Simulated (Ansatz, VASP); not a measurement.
One calculation of SrCl2, two programs

```xyz
3
Lattice="3.3944 -3.4106 0.0000 3.3944 3.4106 0.0000 0.0000 0.0000 3.7928" Properties=species:S:1:pos:R:3 pbc="T T T"
Sr    0.0000    0.0000    1.8964
Cl    1.6972    1.7053    0.0000
Cl    1.6972   -1.7053    0.0000
```

Alike in both runs: functional PBE; k mesh 4 × 4 × 3; occupations gaussian, width 0.15 eV; no spin polarisation.

Ansatz relaxed the structure, and its values are those at the end. VASP's run is a single point on that final structure, the one shown.

|  | VASP | Ansatz |
| --- | --- | --- |
| version | VASP 6.6.1 | Ansatz 0.2.0 |
| potentials or method | VASP PAW PBE potentials, release 64 (Sr_sv, Cl), cutoff 500 eV | scalar-relativistic, plane waves, PAW |
| valence electrons in the cell | 24 | 24 |

VASP gave:

```
gap on the k mesh at the Fermi level (eV) : 3.02
least direct gap on the mesh (eV)         : 3.64
pressure (GPa)                            : 0.2
```

Task: Estimate Ansatz's values.

Result: gap on the k mesh at the Fermi level (eV): 3.02; least direct gap on the mesh (eV): 3.64; pressure (GPa): 0.1.

With one functional, cell and mesh, what is left measures potentials, basis and numerics.

The k mesh is coarse, so the values compare programs but aren't converged.
